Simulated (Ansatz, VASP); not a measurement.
## One calculation of ZnSe, two programs

```
CELL_PARAMETERS angstrom
3.85476 0.00000 0.00000
0.00000 3.85476 0.00000
0.00000 0.00000 5.08749
ATOMIC_POSITIONS crystal
Zn 0.00000 0.00000 0.00000
Zn 0.50000 0.50000 0.00000
Se 0.00000 0.50000 0.29850
Se 0.50000 0.00000 0.70150
```

Alike in both runs: task single point; functional LDA; k mesh 8 × 8 × 6; occupations gaussian, width 0.05 eV; no spin polarisation.

|  | VASP | Ansatz |
| --- | --- | --- |
| version | VASP 6.6.1 | Ansatz 0.2.0 |
| potentials or method | VASP PAW LDA potentials, release 64 (Zn, Se), cutoff 520 eV | scalar-relativistic, plane waves, PAW |
| valence electrons in the cell | 36 | 56 |

|  | VASP | Ansatz | Ansatz less VASP |
| --- | --- | --- | --- |
| gap on the k mesh at the Fermi level (eV) | 1.41 | 1.39 | -0.027 |
| least direct gap on the mesh (eV) | 1.41 | 1.39 | -0.027 |
| pressure (GPa) | 4.7 | 4.2 | -0.46 |
| traceless stress, the component that is largest in VASP (GPa) | -1.84 | -1.83 | +0.003 |
| rms of the force components (eV/Å) | 0.020 | 0.049 | +0.0296 |

LDA's correlation is that of Perdew and Zunger in VASP and of Perdew and Wang (1992) in Ansatz. Atom by atom the forces differ by 0.030 eV/Å (rms over components). VASP's potentials hold 36 valence electrons a cell and Ansatz's 56, so a difference there can come from the potentials and not from the codes.
